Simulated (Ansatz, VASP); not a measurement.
Two plane-wave programs on MnPt3

INCAR

```
PREC = Accurate
ENCUT = 520
EDIFF = 1E-6
ISMEAR = 0
SIGMA = 0.05
LREAL = False
LASPH = True
NELM = 80
ALGO = Fast
ISIF = 2
LWAVE = False
LCHARG = False
NBANDS = 30
```

KPOINTS

```
regular mesh
0
Gamma
  10 10 10
```

The input POSCAR:

```
MnPt3
1.0
    3.8422971783      0.0000000000      0.0000000000
    0.0000000000      3.8422971783      0.0000000000
    0.0000000000      0.0000000000      3.8422971783
Mn Pt
1 3
Direct
    0.0000000000      0.0000000000      0.0000000000
    0.0000000000      0.5000000000      0.5000000000
    0.5000000000      0.0000000000      0.5000000000
    0.5000000000      0.5000000000      0.0000000000
```

Input for Ansatz:

```yaml
crystal:
  lattice:
    - [3.8422971783, 0.0, 0.0]
    - [0.0, 3.8422971783, 0.0]
    - [0.0, 0.0, 3.8422971783]
  atoms:
    - { symbol: Mn, position: [0.0, 0.0, 0.0] }
    - { symbol: Pt, position: [0.0, 0.5, 0.5] }
    - { symbol: Pt, position: [0.5, 0.0, 0.5] }
    - { symbol: Pt, position: [0.5, 0.5, 0.0] }
basis:
  ecutwfc: 420
  ecutrho_ratio: 4
kpoints:
  mp_grid: { grid: [10, 10, 10] }
hamiltonian:
  xc: lda
scf:
  occupations: { method: gaussian, width: 0.05 }
output:
  forces: true
  stress: true
  eigenvalues: true
```

Alike in both runs: task single point; functional LDA; k mesh 10 × 10 × 10; occupations gaussian, width 0.05 eV; no spin polarisation.

```csv
,VASP,Ansatz
version,VASP 6.6.1,Ansatz 0.2.0
potentials or method,"VASP PAW LDA potentials, release 64 (Mn_pv, Pt), cutoff 520 eV","scalar-relativistic, plane waves, PAW"
valence electrons in the cell,43,69
```

|  | VASP | Ansatz | Ansatz less VASP |
| --- | --- | --- | --- |
| gap on the k mesh at the Fermi level (eV) | none | none | - |
| pressure (GPa) | -10.0 | -10.7 | -0.65 |

LDA's correlation is that of Perdew and Zunger in VASP and of Perdew and Wang (1992) in Ansatz. A gap of «none» marks a metal or a gap that the smearing closes. VASP's potentials hold 43 valence electrons a cell and Ansatz's 69, so a difference there can come from the potentials and not from the codes.

Neither program's run includes spin-orbit coupling.
